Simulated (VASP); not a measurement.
Runs of VASP 6.6.1 on TaOF. The structure is that of space group P-6m2 (No. 187), or close to it. The cells are those of the table. The cell was generated, and may not be a known phase.

```csv
task,cell,k mesh,cutoff (eV),gap on the mesh (eV),pressure (GPa),relaxed volume (Å³/atom)
relaxation of cell and atoms,"relaxed from a = 3.600, b = 3.600, c = 2.850 Å, angles 90.0, 90.0, 120.0°, 3 atoms",12 × 12 × 16,600,none,0.0,(a)
relaxation of cell and atoms,"relaxed from a = 3.433, b = 3.433, c = 3.429 Å, angles 90.0, 90.0, 120.0°, 3 atoms",6 × 6 × 6,600,none,-0.4,10.69
single point,"a = 3.600, b = 3.600, c = 2.850 Å, angles 90.0, 90.0, 120.0°, 3 atoms",6 × 6 × 6,520,none,0.2,-
single point,"a = 3.433, b = 3.433, c = 3.429 Å, angles 90.0, 90.0, 120.0°, 3 atoms",6 × 6 × 6,520,none,6.2,-
single point,"a = 3.591, b = 3.591, c = 2.897 Å, angles 90.0, 90.0, 120.0°, 3 atoms",12 × 12 × 16,520,none,0.2,-
```

Alike in all rows: level PBE; potentials or basis VASP PAW PBE potentials, release 64 (Ta_pv, O, F); no spin polarisation; smearing gaussian 0.1 eV.

Estimate the missing entries.

(a) 10.78.

Caveats: some runs use coarse meshes; spin-orbit coupling is left out, which moves the levels of the heavy elements; a cell axis changed by over 15 % at a fixed basis, so the end point is rough (at least some runs); the stress differs along the axes, from -12 to 15 GPa (at least some runs).

A k mesh can miss the band edges, and the runs leave out spin-orbit coupling on Ta.

A gap of «none» marks levels without a gap at the run's occupations.
